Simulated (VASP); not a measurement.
# Mo (Cmme) in VASP: single point with PBEsol

Aim: the single point of Mo with PBEsol.

All numbers are computed with VASP 6.6.1; they aren't measurements. Logs are shortened: lines on timing, memory, paths and dates and some standing lists are left out, and cuts for length are marked.

### Step 1. The cell of the first run

It takes space group Cmme (No. 67, orthorhombic). Conventional cell: a = 3.142 Å, b = 4.443 Å, c = 8.587 Å, α = 90.00°, β = 90.00°, γ = 90.00°. Within 3.3 Å of Mo (site symmetry mm2) lie 14 Mo at 2.48 to 3.14 Å. Within 3.6 Å of Mo (site symmetry mm2) lie 14 Mo at 2.72 to 3.14 Å.

### Step 2. Single point, PBEsol (the distance across one plane changed)

INCAR

```
SYSTEM = Mo
ALGO = Fast ; EDIFF = 1E-7
ENCUT = 520 ; GGA = PS
ISIF = 2 ; ISMEAR = 0
LASPH = .TRUE. ; LCHARG = .FALSE.
LREAL = .FALSE. ; LWAVE = .FALSE.
NBANDS = 36 ; NELM = 60
PREC = Accurate ; SIGMA = 0.15
```

KPOINTS

```
k-points
0
G
  18 18 6
  0 0 0
```

POSCAR

```
Mo
1.0
   -1.5710000000      1.5710000000     -1.5710000000
   -1.5710000000     -1.5710000000      1.5710000000
    0.0000000000      6.0718679656      6.0718679656
Mo
4
Direct
    0.0000000000      0.0000000000      0.9055697573
    0.5000000000      0.5000000000      0.1293671082
    0.0000000000      0.0000000000      0.3881013246
    0.5000000000      0.5000000000      0.6468355409
```

Potentials or basis: VASP PAW PBE potentials, release 64 (Mo_sv).

Started as:

```sh
cat potpaw_PBE.64/Mo_sv/POTCAR > POTCAR
mpirun -np 1 vasp_std > vasp.out
```

OUTCAR:

```text
SYSTEM = Mo
   EDIFF = 1E-7
   ENCUT = 520
   GGA = PS
   ISIF = 2
   ISMEAR = 0
   LASPH = .TRUE.
   LREAL = .FALSE.
   NELM = 60
   PREC = Accurate

 ion  position               nearest neighbor table
   1  0.000  0.000  0.906-   2 2.48   2 2.48   4 2.72   4 2.72   2 2.94   2 2.94   4 3.14   4 3.14

   2  0.500  0.500  0.129-   1 2.48   1 2.48   3 2.72   3 2.72   1 2.94   1 2.94   3 3.14   3 3.14

   3  0.000  0.000  0.388-   4 2.72   4 2.72   2 2.72   2 2.72   4 3.14   4 3.14   2 3.14   2 3.14

   4  0.500  0.500  0.647-   3 2.72   3 2.72   1 2.72   1 2.72   3 3.14   3 3.14   1 3.14   1 3.14

  LATTYP: Found a base centered orthorhombic cell.
 ALAT       =     3.1420000000
 B/A-ratio  =     1.4142135624
 C/A-ratio  =     2.7329465391

  Lattice vectors:

 A1 = (  -1.5710000000,   1.5710000000,  -1.5710000000)
 A2 = (  -1.5710000000,  -1.5710000000,   1.5710000000)
 A3 = (   0.0000000000,   6.0718679656,   6.0718679656)

Analysis of symmetry for initial positions (statically):
=====================================================================
 Subroutine PRICEL returns:
 Original cell was already a primitive cell.

 Routine SETGRP: Setting up the symmetry group for a
 base centered orthorhombic supercell.

 Subroutine GETGRP returns: Found  8 space group operations
 (whereof  4 operations were pure point group operations)
 out of a pool of  8 trial point group operations.

The static configuration has the point symmetry C_2v.
 The point group associated with its full space group is D_2h.

Analysis of symmetry for dynamics (positions and initial velocities):
=====================================================================
 Subroutine PRICEL returns:
 Original cell was already a primitive cell.

 Routine SETGRP: Setting up the symmetry group for a
 base centered orthorhombic supercell.

 Subroutine GETGRP returns: Found  8 space group operations
 (whereof  4 operations were pure point group operations)
 out of a pool of  8 trial point group operations.

The dynamic configuration has the point symmetry C_2v.
 The point group associated with its full space group is D_2h.

 Subroutine INISYM returns: Found  8 space group operations
 (whereof  4 operations are pure point group operations),
 and found     1 'primitive' translations

----------------------------------------------------------------------------------------

                                     Primitive cell

  volume of cell :      59.9425

  direct lattice vectors                    reciprocal lattice vectors
    -1.571000000  1.571000000 -1.571000000    -0.318268619  0.159134309 -0.159134309
    -1.571000000 -1.571000000  1.571000000    -0.318268619 -0.159134309  0.159134309
     0.000000000  6.071867966  6.071867966     0.000000000  0.082346982  0.082346982

  length of vectors
     2.721051819  2.721051819  8.586918026     0.389797858  0.389797858  0.116456218

  position of ions in fractional coordinates (direct lattice)
     0.000000000  0.000000000  0.905569757
     0.500000000  0.500000000  0.129367108
     0.000000000  0.000000000  0.388101325
     0.500000000  0.500000000  0.646835541

  ion indices of the primitive-cell ions
   primitive index   ion index
                 1           1
                 2           2
                 3           3
                 4           4

----------------------------------------------------------------------------------------

 KPOINTS: k-points

Automatic generation of k-mesh.
 Grid dimensions read from file:
 generate k-points for:   18   18    6

 Generating k-lattice:

  Cartesian coordinates                     Fractional coordinates (reciprocal lattice)
    -0.017681590  0.008840795 -0.008840795     0.055555556  0.000000000  0.000000000
    -0.017681590 -0.008840795  0.008840795     0.000000000  0.055555556  0.000000000
     0.000000000  0.013724497  0.013724497     0.000000000  0.000000000  0.166666667

  Length of vectors
     0.021655437  0.021655437  0.019409370

  Shift w.r.t. Gamma in fractional coordinates (k-lattice)
     0.000000000  0.000000000  0.000000000

 Subroutine IBZKPT returns following result:
 ===========================================

 Found    364 irreducible k-points:

 Following reciprocal coordinates:
            Coordinates               Weight
  0.000000  0.000000  0.000000      1.000000
  0.055556  0.000000  0.000000      4.000000
  0.111111  0.000000  0.000000      4.000000
  0.166667  0.000000  0.000000      4.000000
  0.222222  0.000000  0.000000      4.000000
  0.277778  0.000000  0.000000      4.000000
[... 16 lines left out ...]
 -0.277778  0.055556  0.000000      4.000000
 -0.222222  0.055556  0.000000      4.000000
 [... further k-points ...]
   k-points           NKPTS =    364   k-points in BZ     NKDIM =    364   number of bands    NBANDS=     36
   number of dos      NEDOS =    301   number of ions     NIONS =      4
   total plane-waves  NPLWV =  25600
   dimension x,y,z NGX =    20 NGY =   20 NGZ =   64
   dimension x,y,z NGXF=    40 NGYF=   40 NGZF=  128
   ions per type =               4
   NGX,Y,Z   is equivalent  to a cutoff of  12.22, 12.22, 12.39 a.u.
   NGXF,Y,Z  is equivalent  to a cutoff of  24.44, 24.44, 24.78 a.u.
 SYSTEM =  Mo
   PREC   = accura    normal or accurate (medium, high low for compatibility)
   ISTART =      0    job   : 0-new  1-cont  2-samecut
   ICHARG =      2    charge: 1-file 2-atom 10-const
   ISPIN  =      1    spin polarized calculation?
   LNONCOLLINEAR =      F non collinear calculations
   LSORBIT =      F    spin-orbit coupling
   LASPH  =      T    aspherical Exc in radial PAW
   ENCUT  =  520.0 eV  38.22 Ry    6.18 a.u.   5.06  5.06 15.97*2*pi/ulx,y,z
   NELM   =     60;   NELMIN=  2; NELMDL= -5     # of ELM steps
   EDIFF  = 0.1E-06   stopping-criterion for ELM
   LREAL  =      F    real-space projection
   EDIFFG = 0.1E-05   stopping-criterion for IOM
   NSW    =      0    number of steps for IOM
   IBRION =     -1    ionic relax: 0-MD 1-quasi-New 2-CG
   NFREE  =      0    steps in history (QN), initial steepest desc. (CG)
   ISIF   =      2    stress and relaxation
   ISYM   =      2    0-nonsym 1-usesym 2-fastsym
   POTIM  = 0.5000    time-step for ionic-motion
   TEBEG  =    0.0;   TEEND  =   0.0 temperature during run
   PSTRESS=    0.0 pullay stress
   NELECT =      56.0000    total number of electrons
   NUPDOWN=      -1.0000    fix difference up-down
   EMIN   =  10.00;   EMAX   =-10.00  energy-range for DOS
   EFERMI =   0.00;   METHOD = LEGACY
   ISMEAR =     0;   SIGMA  =   0.15  broadening in eV -4-tet -1-fermi 0-gaus
   EFERMI_NEDOS =   21; number of points for ismear=-14 and -15
   IALGO  =     68    algorithm
   IMIX   =      4    mixing-type and parameters
     AMIX     =   0.40;   BMIX     =  1.00
     AMIX_MAG =   1.60;   BMIX_MAG =  1.00
  volume/ion in A,a.u.               =      14.99       101.13
  Fermi-wavevector in a.u.,A,eV,Ry     =   1.600390  3.024299 34.847916  2.561250
  Thomas-Fermi vector in A             =   2.697534
   LORBIT       =      0    0 simple, 1 ext, 2 COOP (PROOUT), +10 PAW based schemes
   GGA     = PS    functional components
   LHFCALC =     F    Hartree Fock is set to
   AEXX    =    0.0000 exact exchange contribution
   IVDW    =     0    specifies the selected vdW correction
   LEPSILON=     F    determine dielectric tensor
   LRPA    =     F    only Hartree local field effects (RPA)
 non-spin polarized calculation
 RMM-DIIS sequential band-by-band and
 Gauss-broadening in eV      SIGMA  =   0.15
  energy-cutoff  :      520.00
  volume of cell :       59.94
 maximum number of plane-waves:      1644
   NGX = 11   NGY = 11   NGZ = 31

 number of electron      55.9999991 magnetization

 Free energy of the ion-electron system (eV)
  ---------------------------------------------------
  ext. energy  EPLUGINS =         0.00000000
  ---------------------------------------------------
  free energy    TOTEN  =       -46.73722941 eV

  energy without entropy =      -46.70920176  energy(sigma->0) =      -46.72321559

 E-fermi :  13.1584     XC(G=0): -13.7563

 val. band max:       13.1584124915   @ k =   0.2778   0.2778   0.3333
 cond. band min:      13.1591811829   @ k =   0.3333   0.1111   0.1667
 fundamental gap:      0.0007686914
 Fermi energy:        13.1584440830

 k-point     1 :       0.0000    0.0000    0.0000
  band No.  band energies     occupation
      1     -48.0751      2.00000
      2     -47.9197      2.00000
      3     -47.8478      2.00000
      4     -47.6360      2.00000
      5     -22.9404      2.00000
      6     -22.1795      2.00000
[... 28 lines left out ...]
     35      14.9970      0.00000
     36      15.1944      0.00000

 k-point     2 :       0.0556    0.0000    0.0000
  band No.  band energies     occupation
      1     -48.0678      2.00000
      2     -47.9149      2.00000
      3     -47.8442      2.00000
      4     -47.6350      2.00000
      5     -22.9265      2.00000
      6     -22.1904      2.00000
[... 28 lines left out ...]
     35      14.9625      0.00000
     36      14.9728      0.00000

 k-point     3 :       0.1111    0.0000    0.0000
  band No.  band energies     occupation
      1     -48.0464      2.00000
      2     -47.9012      2.00000
      3     -47.8338      2.00000
      4     -47.6325      2.00000
      5     -22.8863      2.00000
      6     -22.2238      2.00000
[... 28 lines left out ...]
     35      15.0035      0.00000
     36      15.1557      0.00000
[... 742 lines left out ...]
 k-point    23 :      -0.2778    0.0556    0.0000
  band No.  band energies     occupation
      1     -47.9368      2.00000
      2     -47.8276      2.00000
      3     -47.7767      2.00000
      4     -47.6121      2.00000
      5     -22.7267      2.00000
      6     -22.4989      2.00000
[... 28 lines left out ...]
     35      15.6466      0.00000
     36      15.6783      0.00000

 k-point    24 :      -0.2222    0.0556    0.0000
  band No.  band energies     occupation
      1     -47.9833      2.00000
      2     -47.8560      2.00000
      3     -47.7967      2.00000
      4     -47.6135      2.00000
      5     -22.7834      2.00000
      6     -22.3297      2.00000
[... 28 lines left out ...]
     35      15.1232      0.00000
     36      15.4088      0.00000

 [... further k-points ...]

------------------------ aborting loop because EDIFF is reached ----------------------------------------

  FORCE on cell =-STRESS in cart. coord.  units (eV):
  Direction    XX          YY          ZZ          XY          YZ          ZX
  --------------------------------------------------------------------------------------
  -------------------------------------------------------------------------------------
  Total        2.1332905      4.4839678      4.4839678      0.0000000      1.6283832     -0.0000000
  in kB       57.0198286    119.8500971    119.8500971      0.0000000     43.5243734     -0.0000000
  external PRESSURE =      98.9066742 kB  Pullay stress =       0.0000000 kB

 VOLUME and BASIS-vectors are now :
 -----------------------------------------------------------------------------
  energy-cutoff  :      520.00
  volume of cell :       59.94
      direct lattice vectors                 reciprocal lattice vectors
    -1.571000000  1.571000000 -1.571000000    -0.318268619  0.159134309 -0.159134309
    -1.571000000 -1.571000000  1.571000000    -0.318268619 -0.159134309  0.159134309
     0.000000000  6.071867966  6.071867966     0.000000000  0.082346982  0.082346982

 POSITION                                       TOTAL-FORCE (eV/Angst)
 -----------------------------------------------------------------------------------
      0.00000      5.49850      5.49850         0.000000     -2.084922     -2.084922
     -1.57100      0.78550      0.78550        -0.000000      2.084922      2.084922
      0.00000      2.35650      2.35650         0.000000      0.103415      0.103415
     -1.57100      3.92750      3.92750        -0.000000     -0.103415     -0.103415
 -----------------------------------------------------------------------------------
    total drift:                                0.000000     -0.000048     -0.000048

  FREE ENERGIE OF THE ION-ELECTRON SYSTEM (eV)
  ---------------------------------------------------
  free  energy   TOTEN  =       -46.7372294141 eV

  energy  without entropy=      -46.7092017598  energy(sigma->0) =      -46.72321559
```

Wall time 11 min (1 thread of Intel Xeon Platinum 8488C (Sapphire Rapids), shared host); peak memory 0.59 GiB.

Results:

```yaml
Free_energy: -46.7372 eV
Pressure: 9.9 GPa
Largest_force: 2.949 eV/Å
Band_gap_on_the_k_mesh: zero (bands 28 and 29 overlap by 2.88 eV)
```

Forces in eV/Å, atoms in the order of the input:
```
Mo   0.000 -2.085 -2.085
Mo   0.000  2.085  2.085
Mo   0.000  0.103  0.103
Mo   0.000 -0.103 -0.103
```

Caveat: the cell differs from its parent crystal (the distance across one plane changed); the stress differs along the axes, from 6 to 12 GPa; the PAW data sets were made with another functional, which shifts forces and pressure a little.
